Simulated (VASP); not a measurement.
# Ni (Fm-3m) in VASP: further runs

The runs below take Ni through single point, with PBE.

Program: VASP 6.6.1. These are calculated values, not measurements. Logs are shortened: lines on timing, memory, paths and dates and some standing lists are left out, and cuts for length are marked.

## Step 1: The cell of the first run

The structure is cubic, space group Fm-3m (No. 225). The conventional cell has a = 3.538 Å, b = 3.538 Å, c = 3.538 Å, α = 90.00°, β = 90.00°, γ = 90.00°. Ni (site symmetry m-3m) has 12 Ni at 2.50 Å within 3.3 Å.

## Step 2: Single point, PBE, collinear spin, ferromagnetic start

The input, INCAR:

```
SYSTEM = Ni
  PREC = Accurate
  ENCUT = 590
  EDIFF = 1E-6
  ISMEAR = 1
  SIGMA = 0.05
  LREAL = .FALSE.
  LASPH = .TRUE.
  NELM = 200
  ALGO = Normal
  ISIF = 2
  LWAVE = .FALSE.
  LCHARG = .FALSE.
  ISPIN = 2
  MAGMOM = 2
  LORBIT = 11
  LMAXMIX = 4
  GGA = PE
  NBANDS = 19
  GGA_COMPAT = .FALSE.
```

The input, KPOINTS:

```
Automatic mesh
0
G
  14 14 14
  0 0 0
```

The input, POSCAR:

```
Ni
1.0
    0.0000000000      1.7690000000      1.7690000000
    1.7690000000      0.0000000000      1.7690000000
    1.7690000000      1.7690000000      0.0000000000
Ni
1
Direct
    0.0000000000      0.0000000000      0.0000000000
```

Potentials or basis: VASP PAW PBE potentials, release 64 (Ni_sv_GW).

Command:

```
cat potpaw_PBE.64/Ni_sv_GW/POTCAR > POTCAR
mpirun -np 1 vasp_std > vasp.out
```

OUTCAR:

```text
SYSTEM = Ni
   PREC = Accurate
   ENCUT = 590
   EDIFF = 1E-6
   ISMEAR = 1
   LREAL = .FALSE.
   LASPH = .TRUE.
   NELM = 200
   ISIF = 2
   ISPIN = 2
   LORBIT = 11
   GGA = PE

 ion  position               nearest neighbor table
   1  0.000  0.000  0.000-

  LATTYP: Found a face centered cubic cell.
 ALAT       =     3.5380000000

  Lattice vectors:

 A1 = (   0.0000000000,   1.7690000000,   1.7690000000)
 A2 = (   1.7690000000,   0.0000000000,   1.7690000000)
 A3 = (   1.7690000000,   1.7690000000,   0.0000000000)

Analysis of symmetry for initial positions (statically):
=====================================================================
 Subroutine PRICEL returns:
 Original cell was already a primitive cell.

 Routine SETGRP: Setting up the symmetry group for a
 face centered cubic supercell.

 Subroutine GETGRP returns: Found 48 space group operations
[... 9 lines left out ...]

 Routine SETGRP: Setting up the symmetry group for a
 face centered cubic supercell.

 Subroutine GETGRP returns: Found 48 space group operations
 (whereof 48 operations were pure point group operations)
 out of a pool of 48 trial point group operations.

The dynamic configuration has the point symmetry O_h .

Analysis of structural, dynamic, and magnetic symmetry:
=====================================================================
 Subroutine PRICEL returns:
 Original cell was already a primitive cell.

 Routine SETGRP: Setting up the symmetry group for a
 face centered cubic supercell.

 Subroutine GETGRP returns: Found 48 space group operations
 (whereof 48 operations were pure point group operations)
 out of a pool of 48 trial point group operations.

The overall configuration has the point symmetry O_h .

 Subroutine INISYM returns: Found 48 space group operations
[... 5 lines left out ...]
                                     Primitive cell

  volume of cell :      11.0717

  direct lattice vectors                    reciprocal lattice vectors
     0.000000000  1.769000000  1.769000000    -0.282645562  0.282645562  0.282645562
     1.769000000  0.000000000  1.769000000     0.282645562 -0.282645562  0.282645562
     1.769000000  1.769000000  0.000000000     0.282645562  0.282645562 -0.282645562

  length of vectors
     2.501743792  2.501743792  2.501743792     0.489556475  0.489556475  0.489556475

  position of ions in fractional coordinates (direct lattice)
     0.000000000  0.000000000  0.000000000

  ion indices of the primitive-cell ions
   primitive index   ion index
                 1           1

----------------------------------------------------------------------------------------

 KPOINTS: Automatic mesh

Automatic generation of k-mesh.
 Grid dimensions read from file:
 generate k-points for:   14   14   14

 Generating k-lattice:

  Cartesian coordinates                     Fractional coordinates (reciprocal lattice)
    -0.020188969  0.020188969  0.020188969     0.071428571  0.000000000  0.000000000
     0.020188969 -0.020188969  0.020188969     0.000000000  0.071428571  0.000000000
     0.020188969  0.020188969 -0.020188969     0.000000000  0.000000000  0.071428571

  Length of vectors
     0.034968320  0.034968320  0.034968320

  Shift w.r.t. Gamma in fractional coordinates (k-lattice)
     0.000000000  0.000000000  0.000000000

 Subroutine IBZKPT returns following result:
 ===========================================

 Found    104 irreducible k-points:

 Following reciprocal coordinates:
            Coordinates               Weight
  0.000000  0.000000  0.000000      1.000000
  0.071429  0.000000  0.000000      8.000000
  0.142857  0.000000  0.000000      8.000000
  0.214286  0.000000  0.000000      8.000000
  0.285714  0.000000  0.000000      8.000000
  0.357143  0.000000  0.000000      8.000000
[... 16 lines left out ...]
  0.214286  0.142857  0.000000     24.000000
  0.285714  0.142857  0.000000     24.000000
 [... further k-points ...]
   k-points           NKPTS =    104   k-points in BZ     NKDIM =    104   number of bands    NBANDS=     19
   number of dos      NEDOS =    301   number of ions     NIONS =      1
   total plane-waves  NPLWV =   8000
   dimension x,y,z NGX =    20 NGY =   20 NGZ =   20
   dimension x,y,z NGXF=    40 NGYF=   40 NGZF=   40
   ions per type =               1
   NGX,Y,Z   is equivalent  to a cutoff of  13.29, 13.29, 13.29 a.u.
   NGXF,Y,Z  is equivalent  to a cutoff of  26.58, 26.58, 26.58 a.u.
 SYSTEM =  Ni
   PREC   = accura    normal or accurate (medium, high low for compatibility)
   ISTART =      0    job   : 0-new  1-cont  2-samecut
   ICHARG =      2    charge: 1-file 2-atom 10-const
   ISPIN  =      2    spin polarized calculation?
   LNONCOLLINEAR =      F non collinear calculations
   LSORBIT =      F    spin-orbit coupling
   LASPH  =      T    aspherical Exc in radial PAW
   ENCUT  =  590.0 eV  43.36 Ry    6.59 a.u.   4.95  4.95  4.95*2*pi/ulx,y,z
   NELM   =    200;   NELMIN=  2; NELMDL= -5     # of ELM steps
   EDIFF  = 0.1E-05   stopping-criterion for ELM
   LREAL  =      F    real-space projection
   EDIFFG = 0.1E-04   stopping-criterion for IOM
   NSW    =      0    number of steps for IOM
   IBRION =     -1    ionic relax: 0-MD 1-quasi-New 2-CG
   NFREE  =      0    steps in history (QN), initial steepest desc. (CG)
   ISIF   =      2    stress and relaxation
   ISYM   =      2    0-nonsym 1-usesym 2-fastsym
   POTIM  = 0.5000    time-step for ionic-motion
   TEBEG  =    0.0;   TEEND  =   0.0 temperature during run
   PSTRESS=    0.0 pullay stress
   NELECT =      18.0000    total number of electrons
   NUPDOWN=      -1.0000    fix difference up-down
   EMIN   =  10.00;   EMAX   =-10.00  energy-range for DOS
   EFERMI =   0.00;   METHOD = LEGACY
   ISMEAR =     1;   SIGMA  =   0.05  broadening in eV -4-tet -1-fermi 0-gaus
   EFERMI_NEDOS =   21; number of points for ismear=-14 and -15
   IALGO  =     38    algorithm
   IMIX   =      4    mixing-type and parameters
     AMIX     =   0.40;   BMIX     =  1.00
     AMIX_MAG =   1.60;   BMIX_MAG =  1.00
  volume/ion in A,a.u.               =      11.07        74.72
  Fermi-wavevector in a.u.,A,eV,Ry     =   1.924987  3.637698 50.417416  3.705576
  Thomas-Fermi vector in A             =   2.958474
   LORBIT       =     11    0 simple, 1 ext, 2 COOP (PROOUT), +10 PAW based schemes
   GGA     = PE    functional components
   LHFCALC =     F    Hartree Fock is set to
   AEXX    =    0.0000 exact exchange contribution
   IVDW    =     0    specifies the selected vdW correction
   LEPSILON=     F    determine dielectric tensor
   LRPA    =     F    only Hartree local field effects (RPA)
 spin polarized calculation
 Methfessel and Paxton  Order N= 1 SIGMA  =   0.05
  energy-cutoff  :      590.00
  volume of cell :       11.07
 maximum number of plane-waves:       370
   NGX =  9   NGY =  9   NGZ =  9

 number of electron      17.9999986 magnetization       0.6714934

 Free energy of the ion-electron system (eV)
  ---------------------------------------------------
  ext. energy  EPLUGINS =         0.00000000
  ---------------------------------------------------
  free energy    TOTEN  =        -6.41328399 eV

  energy without entropy =       -6.41345728  energy(sigma->0) =       -6.41334175

 E-fermi :   7.6717     XC(G=0): -13.7632

 val. band max:        7.6607023681   @ k =   0.4286   0.2857   0.1429
 cond. band min:       7.6728694485   @ k =  -0.3571   0.2143   0.0714
 fundamental gap:      0.0121670804
 Fermi energy:         7.6716942180

 spin component 1

 k-point     1 :       0.0000    0.0000    0.0000
  band No.  band energies     occupation
      1     -96.0299      1.00000
      2     -56.2997      1.00000
      3     -56.2997      1.00000
      4     -56.2997      1.00000
      5      -1.3515      1.00000
      6       5.2023      1.00000
[... 11 lines left out ...]
     18      40.7949      0.00000
     19      46.8856      0.00000

 k-point     2 :       0.0714    0.0000    0.0000
  band No.  band energies     occupation
      1     -96.0284      1.00000
      2     -56.3096      1.00000
      3     -56.3011      1.00000
      4     -56.3011      1.00000
      5      -1.1543      1.00000
      6       5.1527      1.00000
[... 11 lines left out ...]
     18      42.3206      0.00000
     19      44.9126      0.00000

 k-point     3 :       0.1429    0.0000    0.0000
  band No.  band energies     occupation
      1     -96.0250      1.00000
      2     -56.3395      1.00000
      3     -56.3058      1.00000
      4     -56.3058      1.00000
      5      -0.5774      1.00000
      6       5.0274      1.00000
[... 11 lines left out ...]
     18      42.9593      0.00000
     19      42.9593      0.00000

 k-point     4 :       0.2143    0.0000    0.0000
  band No.  band energies     occupation
      1     -96.0194      1.00000
      2     -56.3814      1.00000
      3     -56.3122      1.00000
      4     -56.3122      1.00000
      5       0.3247      1.00000
      6       4.9035      1.00000
[... 407 lines left out ...]
     18      41.9019      0.00000
     19      45.8131      0.00000

 k-point    23 :       0.2143    0.1429    0.0000
  band No.  band energies     occupation
      1     -96.0187      1.00000
      2     -56.3656      1.00000
      3     -56.3218      1.00000
      4     -56.3204      1.00000
      5       0.3397      1.00000
      6       4.6896      1.00000
[... 11 lines left out ...]
     18      43.6292      0.00000
     19      47.7318      0.00000

 k-point    24 :       0.2857    0.1429    0.0000
  band No.  band energies     occupation
      1     -96.0127      1.00000
      2     -56.4020      1.00000
      3     -56.3295      1.00000
      4     -56.3274      1.00000
      5       1.2737      1.00000
      6       4.5577      1.00000
[... 11 lines left out ...]
     18      44.5328      0.00000
     19      48.5443      0.00000

 [... further k-points ...]

 spin component 2

 k-point     1 :       0.0000    0.0000    0.0000
  band No.  band energies     occupation
      1     -95.1297      1.00000
      2     -55.4202      1.00000
      3     -55.4202      1.00000
      4     -55.4202      1.00000
      5      -1.3987      1.00000
      6       6.0181      1.00000
[... 11 lines left out ...]
     18      40.6458      0.00000
     19      47.0619      0.00000

 k-point     2 :       0.0714    0.0000    0.0000
  band No.  band energies     occupation
      1     -95.1281      1.00000
      2     -55.4306      1.00000
      3     -55.4217      1.00000
      4     -55.4217      1.00000
      5      -1.2012      1.00000
      6       5.9609      1.00000
[... 11 lines left out ...]
     18      42.2558      0.00000
     19      45.0728      0.00000

 k-point     3 :       0.1429    0.0000    0.0000
  band No.  band energies     occupation
      1     -95.1245      1.00000
      2     -55.4616      1.00000
      3     -55.4265      1.00000
      4     -55.4265      1.00000
      5      -0.6220      1.00000
      6       5.8121      1.00000
[... 11 lines left out ...]
     18      43.1496      0.00000
     19      43.1496      0.00000

 k-point     4 :       0.2143    0.0000    0.0000
  band No.  band energies     occupation
      1     -95.1188      1.00000
      2     -55.5051      1.00000
      3     -55.4332      1.00000
      4     -55.4332      1.00000
      5       0.2921      1.00000
      6       5.6428      1.00000
[... 407 lines left out ...]
     18      41.8586      0.00000
     19      45.7164      0.00000

 k-point    23 :       0.2143    0.1429    0.0000
  band No.  band energies     occupation
      1     -95.1180      1.00000
      2     -55.4887      1.00000
      3     -55.4431      1.00000
      4     -55.4416      1.00000
      5       0.3014      1.00000
      6       5.4515      1.00000
[... 11 lines left out ...]
     18      43.5776      0.00000
     19      47.8963      0.00000

 k-point    24 :       0.2857    0.1429    0.0000
  band No.  band energies     occupation
      1     -95.1119      1.00000
      2     -55.5266      1.00000
      3     -55.4511      1.00000
      4     -55.4489      1.00000
      5       1.2589      1.00000
      6       5.2851      1.00000
[... 11 lines left out ...]
     18      44.5263      0.00000
     19      48.6667      0.00000

 [... further k-points ...]
[... 5 lines left out ...]
  --------------------------------------------------------------------------------------
  -------------------------------------------------------------------------------------
  Total       -0.4871599     -0.4871599     -0.4871599     -0.0000000      0.0000000     -0.0000000
  in kB      -70.4966770    -70.4966770    -70.4966770     -0.0000000      0.0000000     -0.0000000
  external PRESSURE =     -70.4966770 kB  Pullay stress =       0.0000000 kB

 VOLUME and BASIS-vectors are now :
 -----------------------------------------------------------------------------
  energy-cutoff  :      590.00
  volume of cell :       11.07
      direct lattice vectors                 reciprocal lattice vectors
     0.000000000  1.769000000  1.769000000    -0.282645562  0.282645562  0.282645562
     1.769000000  0.000000000  1.769000000     0.282645562 -0.282645562  0.282645562
     1.769000000  1.769000000  0.000000000     0.282645562  0.282645562 -0.282645562

 POSITION                                       TOTAL-FORCE (eV/Angst)
 -----------------------------------------------------------------------------------
      0.00000      0.00000      0.00000         0.000000      0.000000     -0.000000
 -----------------------------------------------------------------------------------
    total drift:                                0.000000     -0.000000      0.000000

  FREE ENERGIE OF THE ION-ELECTRON SYSTEM (eV)
  ---------------------------------------------------
  free  energy   TOTEN  =        -6.4132839854 eV

  energy  without entropy=       -6.4134572771  energy(sigma->0) =       -6.41334175

 total charge

# of ion       s       p       d       f       tot
--------------------------------------------------
    1        2.239   6.293   7.805   0.005  16.342

 magnetization (x)

# of ion       s       p       d       f       tot
--------------------------------------------------
    1       -0.001  -0.017   0.736  -0.000   0.717
```

Wall time 44 s (1 thread of Intel Xeon Platinum 8488C (Sapphire Rapids), shared host); peak memory 0.18 GiB.

What came out:

```yaml
Free_energy: -6.4133 eV
Pressure: -7.0 GPa
Net_moment: 0.67 μB per cell
Site_moments: Ni +0.72 μB
Valence_electrons_inside_the_program's_atomic_spheres: Ni 16.34
```

## Step 3: Single point, PBE, collinear spin, ferromagnetic start

The input, INCAR:

```
SYSTEM = Ni
ALGO     = Normal         ! electronic algorithm
EDIFF    = 1E-6           ! SCF threshold, eV
ENCUT    = 590            ! plane-wave cutoff, eV
GGA      = PE             ! functional
GGA_COMPAT= .False.      
ISIF     = 2              ! what is computed and relaxed
ISMEAR   = -1             ! smearing method
ISPIN    = 2              ! spin polarisation
LASPH    = .True.         ! aspherical terms in the spheres
LCHARG   = .False.        ! write CHGCAR
LMAXMIX  = 4              ! l up to which the mixer works
LORBIT   = 11             ! projections on sites
LREAL    = .False.        ! projectors in reciprocal space
LWAVE    = .False.        ! write WAVECAR
MAGMOM   = 2              ! initial moments
NBANDS   = 19             ! bands
NELM     = 200            ! most SCF steps
PREC     = Accurate       ! precision mode
SIGMA    = 0.003          ! smearing width, eV
```

The input, KPOINTS:

```
k-points
0
Gamma
  14 14 14
  0 0 0
```

POSCAR is that of step 2.

Potentials or basis: VASP PAW PBE potentials, release 64 (Ni_sv_GW).

Command:

```
cat potpaw_PBE.64/Ni_sv_GW/POTCAR > POTCAR
mpirun -np 1 vasp_std > vasp.out
```

Wall time 65 s (1 thread of AMD EPYC 7R43 (Zen 3), shared host); peak memory 0.13 GiB.

The run converged. Its results:

```yaml
Free_energy: -6.4135 eV
Pressure: -6.7 GPa
Net_moment: 0.68 μB per cell
Site_moments: Ni +0.73 μB
Valence_electrons_inside_the_program's_atomic_spheres: Ni 16.34
```

Levels at points of the mesh, in eV from the Fermi level:
Spin up:
| k point | band 7 | band 8 | band 9 | band 10 | band 11 | band 12 |
| --- | --- | --- | --- | --- | --- | --- |
| (0.00, 0.00, 0.00) | -2.48 | -2.48 | -1.31 | -1.31 | 23.31 | 27.11 |
| (0.50, 0.00, 0.00) | -2.45 | -0.67 | -0.67 | -0.37 | 5.44 | 21.85 |
| (0.50, 0.50, 0.00) | -0.61 | -0.56 | -0.56 | 2.33 | 8.96 | 14.53 |
Spin down:
| k point | band 7 | band 8 | band 9 | band 10 | band 11 | band 12 |
| --- | --- | --- | --- | --- | --- | --- |
| (0.00, 0.00, 0.00) | -1.65 | -1.65 | -0.66 | -0.66 | 23.12 | 27.10 |
| (0.50, 0.00, 0.00) | -1.77 | -0.44 | 0.16 | 0.16 | 5.91 | 21.69 |
| (0.50, 0.50, 0.00) | 0.06 | 0.40 | 0.40 | 2.27 | 9.23 | 14.53 |
